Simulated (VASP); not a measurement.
# Sc (I4/mmm) in VASP: a series of runs

Runs on Sc. Level: r2SCAN+rVV10+U. Tasks: single point.

Everything below comes from runs of VASP 6.6.1. Logs are shortened: lines on timing, memory, paths and dates and some standing lists are left out, and cuts for length are marked.

### 1 The cell of the first run

Symmetry: I4/mmm, No. 139, tetragonal system. The conventional cell has a = 3.756 Å, b = 3.756 Å, c = 3.365 Å, α = 90.00°, β = 90.00°, γ = 90.00°. Sc (site symmetry 4/mmm) has 14 Sc at 3.14 to 3.76 Å within 4.1 Å.

### 2 Single point, r2SCAN+rVV10+U

Contents of POSCAR:

```
Sc
1.0
   -1.8780678615      1.8780678615      1.6825400391
    1.8780678615     -1.8780678615      1.6825400391
    1.8780678615      1.8780678615     -1.6825400391
Sc
1
Direct
    0.0000000000      0.0000000000      0.0000000000
```

Contents of INCAR.step1:

```
SYSTEM = Sc
  ALGO = Normal
  EDIFF = 1E-4
  ENCUT = 520
  GGA = PE
  ISMEAR = -1
  LASPH = .True.
  LCHARG = .False.
  LDAU = .True.
  LDAUJ = 0
  LDAUL = 2
  LDAUTYPE = 2
  LDAUU = 8
  LMAXMIX = 4
  LREAL = .False.
  LWAVE = .True.
  NBANDS = 12
  NELM = 150
  PREC = Accurate
  SIGMA = 0.1
```

Contents of INCAR.step2:

```
SYSTEM = Sc
  ALGO = Normal
  BPARAM = 11.95
  CPARAM = 0.0093
  EDIFF = 1E-7
  ENCUT = 520
  ISIF = 2
  ISMEAR = -1
  ISTART = 1
  IVDW_NL = 2
  LASPH = .True.
  LCHARG = .True.
  LDAU = .True.
  LDAUJ = 0
  LDAUL = 2
  LDAUPRINT = 1
  LDAUTYPE = 2
  LDAUU = 8
  LELF = .True.
  LMAXMIX = 4
  LMIXTAU = .True.
  LREAL = .False.
  LUSE_VDW = .True.
  LVHAR = .True.
  LWAVE = .False.
  METAGGA = R2SCAN
  NBANDS = 12
  NELM = 150
  PREC = Accurate
  SIGMA = 0.1
```

Contents of KPOINTS:

```
k-points
0
Gamma
  10 10 10
  0 0 0
```

Potentials or basis: VASP PAW PBE potentials, release 64 (Sc_sv).

Command:

```
> cat potpaw_PBE.64/Sc_sv/POTCAR > POTCAR
> cp INCAR.step1 INCAR
> mpirun -np 1 vasp_std > vasp.out
> cp INCAR.step2 INCAR
> mpirun -np 1 vasp_std > vasp.out
```

OUTCAR:

```text
SYSTEM = Sc
   BPARAM = 11.95
   EDIFF = 1E-7
   ENCUT = 520
   ISIF = 2
   ISMEAR = -1
   ISTART = 1
   IVDW_NL = 2
   LASPH = .True.
   LREAL = .False.
   METAGGA = R2SCAN
   NELM = 150
   PREC = Accurate

 ion  position               nearest neighbor table
   1  0.000  0.000  0.000-

  LATTYP: Found a body centered tetragonal cell.
 ALAT       =     3.7561357230
 C/A-ratio  =     0.8958888406

  Lattice vectors:

 A1 = (  -1.8780678615,   1.8780678615,   1.6825400391)
 A2 = (   1.8780678615,  -1.8780678615,   1.6825400391)
 A3 = (   1.8780678615,   1.8780678615,  -1.6825400391)

Analysis of symmetry for initial positions (statically):
=====================================================================
 Subroutine PRICEL returns:
 Original cell was already a primitive cell.

 Routine SETGRP: Setting up the symmetry group for a
 body centered tetragonal supercell.

 Subroutine GETGRP returns: Found 16 space group operations
 (whereof 16 operations were pure point group operations)
 out of a pool of 16 trial point group operations.

The static configuration has the point symmetry D_4h.

Analysis of symmetry for dynamics (positions and initial velocities):
=====================================================================
 Subroutine PRICEL returns:
 Original cell was already a primitive cell.

 Routine SETGRP: Setting up the symmetry group for a
 body centered tetragonal supercell.

 Subroutine GETGRP returns: Found 16 space group operations
 (whereof 16 operations were pure point group operations)
 out of a pool of 16 trial point group operations.

The dynamic configuration has the point symmetry D_4h.

 Subroutine INISYM returns: Found 16 space group operations
 (whereof 16 operations are pure point group operations),
 and found     1 'primitive' translations

----------------------------------------------------------------------------------------

                                     Primitive cell

  volume of cell :      23.7382

  direct lattice vectors                    reciprocal lattice vectors
    -1.878067861  1.878067861  1.682540039     0.000000000  0.266231061  0.297169748
     1.878067861 -1.878067861  1.682540039     0.266231061  0.000000000  0.297169748
     1.878067861  1.878067861 -1.682540039     0.266231061  0.266231061  0.000000000

  length of vectors
     3.144076775  3.144076775  3.144076775     0.398984758  0.398984758  0.376507578

  position of ions in fractional coordinates (direct lattice)
     0.000000000  0.000000000  0.000000000

  ion indices of the primitive-cell ions
   primitive index   ion index
                 1           1

----------------------------------------------------------------------------------------

 KPOINTS: k-points

Automatic generation of k-mesh.
 Grid dimensions read from file:
 generate k-points for:   10   10   10

 Generating k-lattice:

  Cartesian coordinates                     Fractional coordinates (reciprocal lattice)
     0.000000000  0.026623106  0.029716975     0.100000000 -0.000000000  0.000000000
     0.026623106  0.000000000  0.029716975    -0.000000000  0.100000000  0.000000000
     0.026623106  0.026623106  0.000000000     0.000000000  0.000000000  0.100000000

  Length of vectors
     0.039898476  0.039898476  0.037650758

  Shift w.r.t. Gamma in fractional coordinates (k-lattice)
     0.000000000  0.000000000  0.000000000

 Subroutine IBZKPT returns following result:
 ===========================================

 Found    102 irreducible k-points:

 Following reciprocal coordinates:
            Coordinates               Weight
  0.000000  0.000000  0.000000      1.000000
[... 33 lines left out ...]
   PREC   = accura    normal or accurate (medium, high low for compatibility)
   ISTART =      1    job   : 0-new  1-cont  2-samecut
   ICHARG =      0    charge: 1-file 2-atom 10-const
   ISPIN  =      1    spin polarized calculation?
   LNONCOLLINEAR =      F non collinear calculations
   LSORBIT =      F    spin-orbit coupling
   LASPH  =      T    aspherical Exc in radial PAW
   ENCUT  =  520.0 eV  38.22 Ry    6.18 a.u.   5.85  5.85  5.85*2*pi/ulx,y,z
   NELM   =    150;   NELMIN=  2; NELMDL=  0     # of ELM steps
   EDIFF  = 0.1E-06   stopping-criterion for ELM
   LREAL  =      F    real-space projection
   EDIFFG = 0.1E-05   stopping-criterion for IOM
   NSW    =      0    number of steps for IOM
   IBRION =     -1    ionic relax: 0-MD 1-quasi-New 2-CG
   NFREE  =      0    steps in history (QN), initial steepest desc. (CG)
   ISIF   =      2    stress and relaxation
   ISYM   =      2    0-nonsym 1-usesym 2-fastsym
   POTIM  = 0.5000    time-step for ionic-motion
   TEBEG  =    0.0;   TEEND  =   0.0 temperature during run
   PSTRESS=    0.0 pullay stress
   NELECT =      11.0000    total number of electrons
   NUPDOWN=      -1.0000    fix difference up-down
   EMIN   =  10.00;   EMAX   =-10.00  energy-range for DOS
   EFERMI =   0.00;   METHOD = LEGACY
   ISMEAR =    -1;   SIGMA  =   0.10  broadening in eV -4-tet -1-fermi 0-gaus
   EFERMI_NEDOS =   21; number of points for ismear=-14 and -15
   IALGO  =     38    algorithm
   IMIX   =      4    mixing-type and parameters
     AMIX     =   0.40;   BMIX     =  1.00
     AMIX_MAG =   1.60;   BMIX_MAG =  1.00
  volume/ion in A,a.u.               =      23.74       160.19
  Fermi-wavevector in a.u.,A,eV,Ry     =   1.266844  2.393988 21.835898  1.604893
  Thomas-Fermi vector in A             =   2.400023
   LORBIT       =      0    0 simple, 1 ext, 2 COOP (PROOUT), +10 PAW based schemes
 LDA+U is selected, type is set to LDAUTYPE =  2
   angular momentum for each species LDAUL =     2
   U (eV)           for each species LDAUU =   8.0
   J (eV)           for each species LDAUJ =   0.0
   METAGGA = R2SCAN    functional components
   LHFCALC =     F    Hartree Fock is set to
   AEXX    =    0.0000 exact exchange contribution
   IVDW_NL    =     2    kernel type
   BPARAM     =11.9500
   IVDW    =     0    specifies the selected vdW correction
   LEPSILON=     F    determine dielectric tensor
   LRPA    =     F    only Hartree local field effects (RPA)
 non-spin polarized calculation
  energy-cutoff  :      520.00
  volume of cell :       23.74
 maximum number of plane-waves:       649
   NGX = 11   NGY = 11   NGZ = 11

atom =   1  type =  1  l = 2

 onsite density matrix

spin component  1

  0.0353  0.0000  0.0000 -0.0000 -0.0000
  0.0000  0.0372 -0.0000  0.0000  0.0000
  0.0000 -0.0000  0.0913 -0.0000 -0.0000
 -0.0000  0.0000 -0.0000  0.0372  0.0000
 -0.0000  0.0000 -0.0000  0.0000  0.0732

spin component  2

  0.0353  0.0000  0.0000 -0.0000 -0.0000
  0.0000  0.0372 -0.0000  0.0000  0.0000
  0.0000 -0.0000  0.0913 -0.0000 -0.0000
 -0.0000  0.0000 -0.0000  0.0372  0.0000
 -0.0000  0.0000 -0.0000  0.0000  0.0732

 occupancies and eigenvectors

  o =  0.0353  v =  1.0000  0.0000  0.0000  0.0000  0.0000  0.0000  0.0000  0.0000  0.0000  0.0000      0.0000  0.0000  0.0000  0.0000  0.0000  0.0000  0.0000  0.0000  0.0000  0.0000
  o =  0.0353  v =  0.0000  0.0000  0.0000  0.0000  0.0000  1.0000  0.0000  0.0000  0.0000  0.0000      0.0000  0.0000  0.0000  0.0000  0.0000  0.0000  0.0000  0.0000  0.0000  0.0000
  o =  0.0372  v =  0.0000 -0.9773  0.0000  0.2120 -0.0000  0.0000  0.0000  0.0000  0.0000  0.0000      0.0000  0.0000  0.0000  0.0000  0.0000  0.0000  0.0000  0.0000  0.0000  0.0000
  o =  0.0372  v =  0.0000  0.0000  0.0000  0.0000  0.0000  0.0000 -0.9773  0.0000  0.2120 -0.0000      0.0000  0.0000  0.0000  0.0000  0.0000  0.0000  0.0000  0.0000  0.0000  0.0000
  o =  0.0372  v =  0.0000  0.2120  0.0000  0.9773  0.0000  0.0000  0.0000  0.0000  0.0000  0.0000      0.0000  0.0000  0.0000  0.0000  0.0000  0.0000  0.0000  0.0000  0.0000  0.0000
  o =  0.0372  v =  0.0000  0.0000  0.0000  0.0000  0.0000  0.0000  0.2120  0.0000  0.9773  0.0000      0.0000  0.0000  0.0000  0.0000  0.0000  0.0000  0.0000  0.0000  0.0000  0.0000
  o =  0.0732  v =  0.0000  0.0000  0.0000  0.0000 -1.0000  0.0000  0.0000  0.0000  0.0000  0.0000      0.0000  0.0000  0.0000  0.0000  0.0000  0.0000  0.0000  0.0000  0.0000  0.0000
  o =  0.0732  v =  0.0000  0.0000  0.0000  0.0000  0.0000  0.0000  0.0000  0.0000  0.0000 -1.0000      0.0000  0.0000  0.0000  0.0000  0.0000  0.0000  0.0000  0.0000  0.0000  0.0000
  o =  0.0913  v =  0.0000  0.0000  0.0000  0.0000  0.0000  0.0000  0.0000  1.0000 -0.0000  0.0000      0.0000  0.0000  0.0000  0.0000  0.0000  0.0000  0.0000  0.0000  0.0000  0.0000
  o =  0.0913  v =  0.0000  0.0000  1.0000 -0.0000  0.0000  0.0000  0.0000  0.0000  0.0000  0.0000      0.0000  0.0000  0.0000  0.0000  0.0000  0.0000  0.0000  0.0000  0.0000  0.0000

 number of electron      10.9999996 magnetization

 Free energy of the ion-electron system (eV)
  ---------------------------------------------------
  ext. energy  EPLUGINS =         0.00000000
  ---------------------------------------------------
  free energy    TOTEN  =        -8.30215422 eV

  energy without entropy =       -8.27091797  energy(sigma->0) =       -8.28653609

 E-fermi :   5.1895     XC(G=0): -10.9427

 val. band max:        5.1465804019   @ k =   0.3000   0.3000   0.1000
 cond. band min:       5.2095727349   @ k =   0.3000   0.2000   0.0000
 fundamental gap:      0.0629923331
 Fermi energy:         5.1895040868

 k-point     1 :       0.0000    0.0000    0.0000
  band No.  band energies     occupation
      1     -48.6966      2.00000
      2     -26.0370      2.00000
      3     -26.0370      2.00000
      4     -25.9825      2.00000
      5      -1.7091      2.00000
      6       7.6478      0.00000
      7       8.5347      0.00000
      8       8.5347      0.00000
      9       8.8029      0.00000
     10       9.8959      0.00000
     11      18.4169      0.00000
     12      18.4170      0.00000
[... 331 lines left out ...]
 k-point    24 :       0.4000    0.3000   -0.0000
  band No.  band energies     occupation
      1     -48.6172      2.00000
      2     -26.3519      2.00000
      3     -26.2568      2.00000
      4     -26.0730      2.00000
      5       3.8874      2.00000
      6       4.8889      1.90565
      7       5.6715      0.01600
      8       9.5011      0.00000
      9       9.6658      0.00000
     10      12.1638      0.00000
     11      12.5618      0.00000
     12      13.8673      0.00000

 [... further k-points ...]
[... 5 lines left out ...]
  --------------------------------------------------------------------------------------
  -------------------------------------------------------------------------------------
  Total        2.2923414      2.2923414      3.7370812      0.0000000     -0.0000000      0.0000000
  in kB      154.7183830    154.7183830    252.2290785      0.0000000     -0.0000000      0.0000000
  external PRESSURE =     187.2219481 kB  Pullay stress =       0.0000000 kB

 VOLUME and BASIS-vectors are now :
 -----------------------------------------------------------------------------
  energy-cutoff  :      520.00
  volume of cell :       23.74
      direct lattice vectors                 reciprocal lattice vectors
    -1.878067861  1.878067861  1.682540039     0.000000000  0.266231061  0.297169748
     1.878067861 -1.878067861  1.682540039     0.266231061  0.000000000  0.297169748
     1.878067861  1.878067861 -1.682540039     0.266231061  0.266231061  0.000000000

 POSITION                                       TOTAL-FORCE (eV/Angst)
 -----------------------------------------------------------------------------------
      0.00000      0.00000      0.00000        -0.000000      0.000000     -0.000000
 -----------------------------------------------------------------------------------
    total drift:                                0.000000     -0.000000     -0.000000

  FREE ENERGIE OF THE ION-ELECTRON SYSTEM (eV)
  ---------------------------------------------------
  free  energy   TOTEN  =        -8.3021542205 eV

  energy  without entropy=       -8.2709179682  energy(sigma->0) =       -8.28653609
```

It took 1.8 min on 1 thread of AMD EPYC 7R13 (Zen 3), shared host; peak memory 0.2 GiB.

What came out:

| Quantity | Value |
| --- | --- |
| Free energy | -8.3022 eV |
| Pressure | 18.7 GPa |

Stress tensor (GPa, compression positive):
```
15.47  0.00  0.00
 0.00 15.47  0.00
 0.00  0.00 25.22
```

Eigenvalues of the final occupation matrices:
```csv
site,spin,trace,eigenvalues
site 1 d,1,0.27,0.04 0.04 0.04 0.07 0.09
site 1 d,2,0.27,0.04 0.04 0.04 0.07 0.09
```

Caveat: the PAW data sets were made with another functional, which shifts forces and pressure a little; U without spin polarisation on a metal has little footing; the U is typed as a test and isn't derived for this compound.

### 3 Single point, r2SCAN+rVV10+U

This run uses another cell than the first one, of 24.24 Å³/atom, 1.021 times its volume.

Contents of POSCAR:

```
Sc
1.0
   -1.8912941273      1.8912941273      1.6943893030
    1.8912941273     -1.8912941273      1.6943893030
    1.8912941273      1.8912941273     -1.6943893030
Sc
1
Direct
    0.0000000000      0.0000000000      0.0000000000
```

Contents of INCAR.step1:

```
SYSTEM = Sc
ALGO = Normal ; EDIFF = 1E-4
ENCUT = 520 ; GGA = PE
ISMEAR = -1 ; LASPH = .TRUE.
LCHARG = .FALSE. ; LDAU = .TRUE.
LDAUJ = 0 ; LDAUL = 2
LDAUTYPE = 2 ; LDAUU = 8
LMAXMIX = 4 ; LREAL = .FALSE.
LWAVE = .TRUE. ; NBANDS = 12
NELM = 150 ; PREC = Accurate
SIGMA = 0.1
```

Contents of INCAR.step2:

```
SYSTEM = Sc
ALGO = Normal ; BPARAM = 11.95
CPARAM = 0.0093 ; EDIFF = 1E-6
ENCUT = 520 ; ISIF = 2
ISMEAR = -1 ; ISTART = 1
IVDW_NL = 2 ; LASPH = .TRUE.
LCHARG = .FALSE. ; LDAU = .TRUE.
LDAUJ = 0 ; LDAUL = 2
LDAUPRINT = 1 ; LDAUTYPE = 2
LDAUU = 8 ; LMAXMIX = 4
LMIXTAU = .TRUE. ; LREAL = .FALSE.
LUSE_VDW = .TRUE. ; LWAVE = .FALSE.
METAGGA = R2SCAN ; NBANDS = 12
NELM = 150 ; PREC = Accurate
SIGMA = 0.1
```

Contents of KPOINTS:

```
k-points
0
G
  10 10 10
  0 0 0
```

Potentials or basis: VASP PAW PBE potentials, release 64 (Sc_sv).

Command:

```
> cat potpaw_PBE.64/Sc_sv/POTCAR > POTCAR
> cp INCAR.step1 INCAR
> mpirun -np 1 vasp_std > vasp.out
> cp INCAR.step2 INCAR
> mpirun -np 1 vasp_std > vasp.out
```

Run time: 92 s. Hardware: 1 thread of AMD EPYC 7R13 (Zen 3), shared host; peak memory 0.2 GiB.

It converged, with:

```yaml
Free_energy: -8.3574 eV
Pressure: 16.3 GPa
```

Stress tensor (GPa, compression positive):
```
13.21  0.00  0.00
 0.00 13.21  0.00
 0.00  0.00 22.40
```

Levels at points of the mesh, in eV from the Fermi level:
| k point | band 3 | band 4 | band 5 | band 6 | band 7 | band 8 |
| --- | --- | --- | --- | --- | --- | --- |
| (0.00, 0.00, 0.00) | -31.31 | -31.26 | -6.85 | 2.42 | 3.29 | 3.29 |
| (0.50, 0.00, 0.00) | -31.44 | -31.31 | -1.92 | -0.66 | 1.10 | 4.19 |
| (0.50, 0.50, 0.00) | -31.36 | -31.29 | -2.23 | -1.28 | 2.13 | 3.52 |
| (0.50, 0.50, 0.50) | -31.60 | -31.47 | -1.14 | -0.83 | 4.38 | 4.38 |

Eigenvalues of the final occupation matrices:
| site | spin | trace | eigenvalues |
| --- | --- | --- | --- |
| site 1 d | 1 | 0.27 | 0.04 0.04 0.04 0.07 0.09 |
| site 1 d | 2 | 0.27 | 0.04 0.04 0.04 0.07 0.09 |

Caveat: the PAW data sets were made with another functional, which shifts forces and pressure a little; U without spin polarisation on a metal has little footing; the U is typed as a test and isn't derived for this compound.

### 4 Single point, r2SCAN+rVV10+U

This run uses another cell than the first one, of 24.75 Å³/atom, 1.043 times its volume.

Contents of POSCAR:

```
Sc
1.0
   -1.9043379473      1.9043379473      1.7060751157
    1.9043379473     -1.9043379473      1.7060751157
    1.9043379473      1.9043379473     -1.7060751157
Sc
1
Direct
    0.0000000000      0.0000000000      0.0000000000
```

Contents of INCAR.step1:

```
PREC     = Accurate       # precision mode
ENCUT    = 520            # plane-wave cutoff, eV
ISMEAR   = -1             # smearing method
SIGMA    = 0.1            # smearing width, eV
LREAL    = False          # projectors in reciprocal space
LASPH    = True           # aspherical terms in the spheres
NELM     = 150            # most SCF steps
LMAXMIX  = 4              # l up to which the mixer works
LDAU     = True           # DFT+U
LDAUTYPE = 2            
LDAUL    = 2              # shell
LDAUU    = 8              # U, eV
LDAUJ    = 0            
NBANDS   = 12             # bands
GGA      = PE             # functional
ALGO     = Normal         # electronic algorithm
EDIFF    = 1E-4           # SCF threshold, eV
LWAVE    = True           # write WAVECAR
LCHARG   = False          # write CHGCAR
```

Contents of INCAR.step2:

```
PREC     = Accurate       # precision mode
ENCUT    = 520            # plane-wave cutoff, eV
EDIFF    = 1E-6           # SCF threshold, eV
ISMEAR   = -1             # smearing method
SIGMA    = 0.1            # smearing width, eV
LREAL    = False          # projectors in reciprocal space
LASPH    = True           # aspherical terms in the spheres
NELM     = 150            # most SCF steps
ALGO     = Normal         # electronic algorithm
ISIF     = 2              # what is computed and relaxed
LWAVE    = False          # write WAVECAR
LCHARG   = False          # write CHGCAR
LMAXMIX  = 4              # l up to which the mixer works
LDAU     = True           # DFT+U
LDAUTYPE = 2            
LDAUL    = 2              # shell
LDAUU    = 8              # U, eV
LDAUJ    = 0            
LDAUPRINT= 1            
METAGGA  = R2SCAN         # meta-GGA
LMIXTAU  = True         
LUSE_VDW = True         
IVDW_NL  = 2            
BPARAM   = 11.95        
CPARAM   = 0.0093       
NBANDS   = 12             # bands
ISTART   = 1
```

Contents of KPOINTS:

```
Automatic mesh
0
Gamma
  10 10 10
```

Command:

```
> cat potpaw_PBE.64/Sc_sv/POTCAR > POTCAR
> cp INCAR.step1 INCAR
> mpirun -np 1 vasp_std > vasp.out
> cp INCAR.step2 INCAR
> mpirun -np 1 vasp_std > vasp.out
```

It took 89 s on 1 thread of AMD EPYC 7R13 (Zen 3), shared host; peak memory 0.2 GiB.

The run converged. Its results:

- Free energy: -8.4052 eV
- Pressure: 14.0 GPa

Stress tensor (GPa, compression positive):
```
11.14  0.00  0.00
 0.00 11.14  0.00
 0.00  0.00 19.81
```

Levels at points of the mesh, in eV from the Fermi level:
```csv
k point,band 2,band 3,band 4,band 5,band 6,band 7,band 8,band 9
"(0.00, 0.00, 0.00)",-31.39,-31.39,-31.34,-6.80,2.38,3.24,3.24,3.52
"(0.50, 0.00, 0.00)",-31.73,-31.51,-31.39,-1.90,-0.70,1.10,4.12,4.91
"(0.50, 0.50, 0.00)",-31.76,-31.43,-31.38,-2.21,-1.31,2.11,3.46,4.31
"(0.50, 0.50, 0.50)",-31.67,-31.67,-31.54,-1.09,-0.79,4.26,4.26,5.59
```

Eigenvalues of the final occupation matrices:
```
    site  spin  trace               eigenvalues
site 1 d     1   0.26  0.04 0.04 0.04 0.07 0.09
site 1 d     2   0.26  0.04 0.04 0.04 0.07 0.09
```

Caveat: the PAW data sets were made with another functional, which shifts forces and pressure a little; U without spin polarisation on a metal has little footing; the U is typed as a test and isn't derived for this compound.

### 5 Summary

```tsv
cell	gap on the mesh (eV)	pressure (GPa)
a = 3.144 Å, angles 106.6, 106.6, 115.3°, 1 atom	none	18.7
a = 3.166 Å, angles 106.6, 106.6, 115.3°, 1 atom	none	16.3
a = 3.188 Å, angles 106.6, 106.6, 115.3°, 1 atom	none	14.0
```

Alike in all rows: task single point; level r2SCAN+rVV10+U; potentials or basis VASP PAW PBE potentials, release 64 (Sc_sv); no spin polarisation; Sc d U = 8.0 eV; k mesh 10 × 10 × 10; cutoff (eV) 520; smearing fermi-dirac 0.1 eV.

Caveats: the PAW data sets were made with another functional, which shifts forces and pressure a little; U without spin polarisation on a metal has little footing; the U is typed as a test and isn't derived for this compound.

Absolute energies hang on the potentials; compare differences alone.
